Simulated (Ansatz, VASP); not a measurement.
**One calculation of Al, two programs**

```
Al
1.0
    -1.59122    1.59122    1.59122
     1.59122   -1.59122    1.59122
     1.59122    1.59122   -1.59122
Al
1
Direct
  0.00000 0.00000 0.00000
```

Alike in both runs: task single point; functional PBE exchange alone; k mesh 12 × 12 × 12; occupations methfessel-paxton of order 1, width 0.005 eV; no spin polarisation.

```csv
,VASP,Ansatz
version,VASP 6.6.1,Ansatz 0.2.0
potentials or method,"VASP PAW PBE potentials, release 64 (Al)",Ansatz PAW earlier set
plane-wave cutoff (eV),520,900
valence electrons in the cell,3,11
```

|  | VASP | Ansatz | Ansatz less VASP |
| --- | --- | --- | --- |
| gap on the k mesh at the Fermi level (eV) | none | none | - |
| pressure (GPa) | 14.0 | 13.8 | -0.20 |

VASP's potentials were made for PBE, not for PBE exchange alone. A gap of «none» marks a metal or a gap that the smearing closes. With one functional, cell and mesh, what is left measures potentials, basis and numerics. VASP's potentials hold 3 valence electrons a cell and Ansatz's 11, so a difference there can come from the potentials and not from the codes.
